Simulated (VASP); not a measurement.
# MgO (Periclase) (Fm-3m) in VASP: a series of runs

The runs below take MgO (Periclase) through single point, with PBE.

All numbers are computed with VASP 6.6.1; they aren't measurements. Logs are shortened: lines on timing, memory, paths and dates and some standing lists are left out, and cuts for length are marked.

### Step 1. The cell of the first run

The structure is cubic, space group Fm-3m (No. 225). The conventional cell has a = 4.286 Å, b = 4.286 Å, c = 4.286 Å, α = 90.00°, β = 90.00°, γ = 90.00°. Within 2.8 Å of Mg (site symmetry m-3m) lie 6 O at 2.14 Å. O (site symmetry m-3m) has 6 Mg at 2.14 Å within 2.8 Å.

### Step 2. Single point, PBE

INCAR reads:

```
SYSTEM = MgO
  PREC = Accurate
  ENCUT = 600
  EDIFF = 1E-6
  ISMEAR = 0
  SIGMA = 0.01
  LREAL = .FALSE.
  LASPH = .TRUE.
  NELM = 120
  ALGO = Normal
  ISIF = 2
  LWAVE = .FALSE.
  LCHARG = .TRUE.
  GGA = PE
  LELF = .TRUE.
  LVHAR = .TRUE.
  NBANDS = 11
  GGA_COMPAT = .FALSE.
```

KPOINTS reads:

```
Automatic mesh
0
G
  8 8 8
  0 0 0
```

POSCAR reads:

```
MgO
1.0
    0.0000000000      2.1430717183      2.1430717183
    2.1430717183      0.0000000000      2.1430717183
    2.1430717183      2.1430717183      0.0000000000
Mg O
1 1
Direct
    0.0000000000      0.0000000000      0.0000000000
    0.5000000000      0.5000000000      0.5000000000
```

Potentials or basis: VASP PAW PBE potentials, release 64 (Mg, O).

Launch:

```console
cat potpaw_PBE.64/Mg/POTCAR potpaw_PBE.64/O/POTCAR > POTCAR
mpirun -np 1 vasp_std > vasp.out
```

OUTCAR:

```text
SYSTEM = MgO
   PREC = Accurate
   ENCUT = 600
   EDIFF = 1E-6
   ISMEAR = 0
   LREAL = .FALSE.
   LASPH = .TRUE.
   NELM = 120
   ISIF = 2
   GGA = PE

 ion  position               nearest neighbor table
   1  0.000  0.000  0.000-   2 2.14   2 2.14   2 2.14   2 2.14   2 2.14   2 2.14
   2  0.500  0.500  0.500-   1 2.14   1 2.14   1 2.14   1 2.14   1 2.14   1 2.14

  LATTYP: Found a face centered cubic cell.
 ALAT       =     4.2861434366

  Lattice vectors:

 A1 = (   0.0000000000,   2.1430717183,   2.1430717183)
 A2 = (   2.1430717183,   0.0000000000,   2.1430717183)
 A3 = (   2.1430717183,   2.1430717183,   0.0000000000)

Analysis of symmetry for initial positions (statically):
=====================================================================
 Subroutine PRICEL returns:
 Original cell was already a primitive cell.

 Routine SETGRP: Setting up the symmetry group for a
 face centered cubic supercell.

 Subroutine GETGRP returns: Found 48 space group operations
 (whereof 48 operations were pure point group operations)
 out of a pool of 48 trial point group operations.

The static configuration has the point symmetry O_h .

Analysis of symmetry for dynamics (positions and initial velocities):
=====================================================================
 Subroutine PRICEL returns:
 Original cell was already a primitive cell.

 Routine SETGRP: Setting up the symmetry group for a
 face centered cubic supercell.

 Subroutine GETGRP returns: Found 48 space group operations
 (whereof 48 operations were pure point group operations)
 out of a pool of 48 trial point group operations.

The dynamic configuration has the point symmetry O_h .

 Subroutine INISYM returns: Found 48 space group operations
 (whereof 48 operations are pure point group operations),
 and found     1 'primitive' translations

----------------------------------------------------------------------------------------

                                     Primitive cell

  volume of cell :      19.6852

  direct lattice vectors                    reciprocal lattice vectors
     0.000000000  2.143071718  2.143071718    -0.233309971  0.233309971  0.233309971
     2.143071718  0.000000000  2.143071718     0.233309971 -0.233309971  0.233309971
     2.143071718  2.143071718  0.000000000     0.233309971  0.233309971 -0.233309971

  length of vectors
     3.030761089  3.030761089  3.030761089     0.404104723  0.404104723  0.404104723

  position of ions in fractional coordinates (direct lattice)
     0.000000000  0.000000000  0.000000000
     0.500000000  0.500000000  0.500000000

[... 85 lines left out ...]
   TEBEG  =    0.0;   TEEND  =   0.0 temperature during run
   PSTRESS=    0.0 pullay stress
   NELECT =       8.0000    total number of electrons
   NUPDOWN=      -1.0000    fix difference up-down
   EMIN   =  10.00;   EMAX   =-10.00  energy-range for DOS
   EFERMI =   0.00;   METHOD = LEGACY
   ISMEAR =     0;   SIGMA  =   0.01  broadening in eV -4-tet -1-fermi 0-gaus
   EFERMI_NEDOS =   21; number of points for ismear=-14 and -15
   IALGO  =     38    algorithm
   IMIX   =      4    mixing-type and parameters
     AMIX     =   0.40;   BMIX     =  1.00
     AMIX_MAG =   1.60;   BMIX_MAG =  1.00
  volume/ion in A,a.u.               =       9.84        66.42
  Fermi-wavevector in a.u.,A,eV,Ry     =   1.212620  2.291520 20.006655  1.470448
  Thomas-Fermi vector in A             =   2.348098
   LORBIT       =      0    0 simple, 1 ext, 2 COOP (PROOUT), +10 PAW based schemes
   GGA     = PE    functional components
   LHFCALC =     F    Hartree Fock is set to
   AEXX    =    0.0000 exact exchange contribution
   IVDW    =     0    specifies the selected vdW correction
   LEPSILON=     F    determine dielectric tensor
   LRPA    =     F    only Hartree local field effects (RPA)
 non-spin polarized calculation
 Gauss-broadening in eV      SIGMA  =   0.01
  energy-cutoff  :      600.00
  volume of cell :       19.69
 maximum number of plane-waves:       684
   NGX = 13   NGY = 13   NGZ = 13

 number of electron       8.0000000 magnetization

 Free energy of the ion-electron system (eV)
  ---------------------------------------------------
  ext. energy  EPLUGINS =         0.00000000
  ---------------------------------------------------
  free energy    TOTEN  =       -11.90862707 eV

  energy without entropy =      -11.90862707  energy(sigma->0) =      -11.90862707

 E-fermi :   2.8581     XC(G=0): -10.8336

 val. band max:        2.8037804544   @ k =   0.0000   0.0000   0.0000
 cond. band min:       7.0383054335   @ k =   0.0000   0.0000   0.0000
 fundamental gap:      4.2345249791
 Fermi energy:         2.8580810943

 k-point     1 :       0.0000    0.0000    0.0000
  band No.  band energies     occupation
      1     -14.1996      2.00000
      2       2.8038      2.00000
      3       2.8038      2.00000
      4       2.8038      2.00000
      5       7.0383      0.00000
      6      18.3078      0.00000
      7      18.3078      0.00000
      8      18.3078      0.00000
      9      22.0871      0.00000
     10      23.8039      0.00000
     11      23.8039      0.00000
[... 309 lines left out ...]
 k-point    24 :      -0.3750    0.2500    0.1250
  band No.  band energies     occupation
      1     -12.9051      2.00000
      2      -0.9970      2.00000
      3       0.9829      2.00000
      4       1.8849      2.00000
      5      12.1089      0.00000
      6      14.4905      0.00000
      7      15.7569      0.00000
      8      19.0697      0.00000
      9      22.7199      0.00000
     10      24.1859      0.00000
     11      28.1351      0.00000

 [... further k-points ...]

------------------------ aborting loop because EDIFF is reached ----------------------------------------

  FORCE on cell =-STRESS in cart. coord.  units (eV):
  Direction    XX          YY          ZZ          XY          YZ          ZX
  --------------------------------------------------------------------------------------
  -------------------------------------------------------------------------------------
  Total       -0.5224714     -0.5224714     -0.5224714     -0.0000000      0.0000000      0.0000000
  in kB      -42.5238872    -42.5238872    -42.5238872     -0.0000000      0.0000000      0.0000000
  external PRESSURE =     -42.5238872 kB  Pullay stress =       0.0000000 kB

 VOLUME and BASIS-vectors are now :
 -----------------------------------------------------------------------------
  energy-cutoff  :      600.00
  volume of cell :       19.69
      direct lattice vectors                 reciprocal lattice vectors
     0.000000000  2.143071718  2.143071718    -0.233309971  0.233309971  0.233309971
     2.143071718  0.000000000  2.143071718     0.233309971 -0.233309971  0.233309971
     2.143071718  2.143071718  0.000000000     0.233309971  0.233309971 -0.233309971

 POSITION                                       TOTAL-FORCE (eV/Angst)
 -----------------------------------------------------------------------------------
      0.00000      0.00000      0.00000        -0.000000     -0.000000      0.000000
      2.14307      2.14307      2.14307         0.000000      0.000000      0.000000
 -----------------------------------------------------------------------------------
    total drift:                               -0.000000     -0.000000      0.000000

  FREE ENERGIE OF THE ION-ELECTRON SYSTEM (eV)
  ---------------------------------------------------
  free  energy   TOTEN  =       -11.9086270749 eV

  energy  without entropy=      -11.9086270749  energy(sigma->0) =      -11.90862707
```

OSZICAR:

```text
N       E                     dE             d eps       ncg     rms          rms(c)
DAV:   1     0.167385708440E+02    0.16739E+02   -0.50449E+03   718   0.725E+02
DAV:   2    -0.127450378863E+02   -0.29484E+02   -0.28914E+02   713   0.142E+02
DAV:   3    -0.134609098822E+02   -0.71587E+00   -0.71533E+00   767   0.190E+01
DAV:   4    -0.134628564187E+02   -0.19465E-02   -0.19465E-02   695   0.112E+00
DAV:   5    -0.134628629355E+02   -0.65168E-05   -0.65168E-05   740   0.642E-02    0.717E+00
DAV:   6    -0.119314893597E+02    0.15314E+01   -0.91889E+00   662   0.164E+01    0.232E+00
DAV:   7    -0.119150886157E+02    0.16401E-01   -0.67450E-02   695   0.227E+00    0.136E+00
DAV:   8    -0.119091373799E+02    0.59512E-02   -0.32616E-02   677   0.201E+00    0.263E-01
DAV:   9    -0.119086797699E+02    0.45761E-03   -0.64834E-04   710   0.180E-01    0.149E-01
DAV:  10    -0.119086262726E+02    0.53497E-04   -0.58759E-04   707   0.182E-01    0.814E-03
DAV:  11    -0.119086270749E+02   -0.80224E-06   -0.35231E-06   722   0.151E-02
   1 F= -.11908627E+02 E0= -.11908627E+02  d E =-.517281E-17
```

Wall time 13 s (1 thread of AMD EPYC 7R13, shared host); peak memory 0.11 GiB.

What came out:

```yaml
Free_energy: -11.9086 eV
Pressure: -4.3 GPa
Band_gap_on_the_k_mesh: 4.23 eV, direct
```

Levels at points of the mesh, in eV from the valence-band top:
```
           k point  band 1  band 2  band 3  band 4  band 5  band 6  band 7  band 8
(0.00, 0.00, 0.00)  -17.00    0.00    0.00    0.00    4.23   15.50   15.50   15.50
(0.50, 0.00, 0.00)  -15.85   -4.39   -0.60   -0.60    7.57   12.02   15.78   15.78
(0.50, 0.50, 0.00)  -15.61   -3.87   -1.28   -1.28    9.05    9.41   12.55   18.19
```

PBE gaps usually lie below the measured ones, often by a third to a half.

### Step 3. Single point, PBE

This run uses another cell than the first one, of 10.08 Å³/atom, 1.024 times its volume.

INCAR reads:

```
SYSTEM = MgO
PREC = Accurate
ENCUT = 600
EDIFF = 1E-6
ISMEAR = 0
SIGMA = 0.01
LREAL = .False.
LASPH = .True.
NELM = 120
ALGO = Normal
ISIF = 2
LWAVE = .False.
LCHARG = .False.
GGA = PE
NBANDS = 11
GGA_COMPAT = .False.
```

KPOINTS reads:

```
Automatic mesh
0
Gamma
  8 8 8
  0 0 0
```

POSCAR reads:

```
MgO
1.0
    0.0000000000      2.1599469936      2.1599469936
    2.1599469936      0.0000000000      2.1599469936
    2.1599469936      2.1599469936      0.0000000000
Mg O
1 1
Direct
    0.0000000000      0.0000000000      0.0000000000
    0.5000000000      0.5000000000      0.5000000000
```

Potentials or basis: VASP PAW PBE potentials, release 64 (Mg, O).

Launch:

```console
cat potpaw_PBE.64/Mg/POTCAR potpaw_PBE.64/O/POTCAR > POTCAR
mpirun -np 1 vasp_std > vasp.out
```

OUTCAR:

```text
SYSTEM = MgO
   PREC = Accurate
   ENCUT = 600
   EDIFF = 1E-6
   ISMEAR = 0
   LREAL = .False.
   LASPH = .True.
   NELM = 120
   ISIF = 2
   GGA = PE

 ion  position               nearest neighbor table
   1  0.000  0.000  0.000-   2 2.16   2 2.16   2 2.16   2 2.16   2 2.16   2 2.16
   2  0.500  0.500  0.500-   1 2.16   1 2.16   1 2.16   1 2.16   1 2.16   1 2.16

  LATTYP: Found a face centered cubic cell.
 ALAT       =     4.3198939872

  Lattice vectors:

 A1 = (   0.0000000000,   2.1599469936,   2.1599469936)
 A2 = (   2.1599469936,   0.0000000000,   2.1599469936)
 A3 = (   2.1599469936,   2.1599469936,   0.0000000000)

Analysis of symmetry for initial positions (statically):
=====================================================================
 Subroutine PRICEL returns:
 Original cell was already a primitive cell.

 Routine SETGRP: Setting up the symmetry group for a
 face centered cubic supercell.

 Subroutine GETGRP returns: Found 48 space group operations
 (whereof 48 operations were pure point group operations)
 out of a pool of 48 trial point group operations.

The static configuration has the point symmetry O_h .

Analysis of symmetry for dynamics (positions and initial velocities):
=====================================================================
 Subroutine PRICEL returns:
 Original cell was already a primitive cell.

 Routine SETGRP: Setting up the symmetry group for a
 face centered cubic supercell.

 Subroutine GETGRP returns: Found 48 space group operations
 (whereof 48 operations were pure point group operations)
 out of a pool of 48 trial point group operations.

The dynamic configuration has the point symmetry O_h .

 Subroutine INISYM returns: Found 48 space group operations
 (whereof 48 operations are pure point group operations),
 and found     1 'primitive' translations

----------------------------------------------------------------------------------------

                                     Primitive cell

  volume of cell :      20.1539

[... 117 lines left out ...]
   LEPSILON=     F    determine dielectric tensor
   LRPA    =     F    only Hartree local field effects (RPA)
 non-spin polarized calculation
 Gauss-broadening in eV      SIGMA  =   0.01
  energy-cutoff  :      600.00
  volume of cell :       20.15
 maximum number of plane-waves:       692
   NGX = 13   NGY = 13   NGZ = 13

 number of electron       7.9999997 magnetization

 Free energy of the ion-electron system (eV)
  ---------------------------------------------------
  ext. energy  EPLUGINS =         0.00000000
  ---------------------------------------------------
  free energy    TOTEN  =       -11.89291015 eV

  energy without entropy =      -11.89291015  energy(sigma->0) =      -11.89291015

 E-fermi :   2.7257     XC(G=0): -10.7251

 val. band max:        2.6393056268   @ k =   0.0000   0.0000   0.0000
 cond. band min:       6.6626306853   @ k =   0.0000   0.0000   0.0000
 fundamental gap:      4.0233250584
 Fermi energy:         2.7256755327

 k-point     1 :       0.0000    0.0000    0.0000
  band No.  band energies     occupation
      1     -14.2532      2.00000
      2       2.6393      2.00000
      3       2.6393      2.00000
      4       2.6393      2.00000
      5       6.6626      0.00000
      6      18.0087      0.00000
      7      18.0087      0.00000
      8      18.0087      0.00000
      9      21.7289      0.00000
     10      23.4194      0.00000
     11      23.4194      0.00000
[... 309 lines left out ...]
 k-point    24 :      -0.3750    0.2500    0.1250
  band No.  band energies     occupation
      1     -13.0183      2.00000
      2      -1.0752      2.00000
      3       0.8674      2.00000
      4       1.7492      2.00000
      5      11.7818      0.00000
      6      14.0916      0.00000
      7      15.3632      0.00000
      8      18.6268      0.00000
      9      22.2857      0.00000
     10      23.7135      0.00000
     11      27.6056      0.00000

 [... further k-points ...]

------------------------ aborting loop because EDIFF is reached ----------------------------------------

  FORCE on cell =-STRESS in cart. coord.  units (eV):
  Direction    XX          YY          ZZ          XY          YZ          ZX
  --------------------------------------------------------------------------------------
  -------------------------------------------------------------------------------------
  Total       -0.9149528     -0.9149528     -0.9149528      0.0000000      0.0000000      0.0000000
  in kB      -72.7360999    -72.7360999    -72.7360999      0.0000000      0.0000000      0.0000000
  external PRESSURE =     -72.7360999 kB  Pullay stress =       0.0000000 kB

 VOLUME and BASIS-vectors are now :
 -----------------------------------------------------------------------------
  energy-cutoff  :      600.00
  volume of cell :       20.15
      direct lattice vectors                 reciprocal lattice vectors
     0.000000000  2.159946994  2.159946994    -0.231487162  0.231487162  0.231487162
     2.159946994  0.000000000  2.159946994     0.231487162 -0.231487162  0.231487162
     2.159946994  2.159946994  0.000000000     0.231487162  0.231487162 -0.231487162

 POSITION                                       TOTAL-FORCE (eV/Angst)
 -----------------------------------------------------------------------------------
      0.00000      0.00000      0.00000         0.000000      0.000000      0.000000
      2.15995      2.15995      2.15995         0.000000      0.000000      0.000000
 -----------------------------------------------------------------------------------
    total drift:                               -0.000000     -0.000000      0.000000

  FREE ENERGIE OF THE ION-ELECTRON SYSTEM (eV)
  ---------------------------------------------------
  free  energy   TOTEN  =       -11.8929101523 eV

  energy  without entropy=      -11.8929101523  energy(sigma->0) =      -11.89291015
```

Wall time 12 s (1 thread of AMD EPYC 7R13, shared host); peak memory 0.11 GiB.

What came out:

* Free energy: -11.8929 eV
* Pressure: -7.3 GPa
* Band gap on the k mesh: 4.02 eV, direct

(Continued in part 2 of 2.)
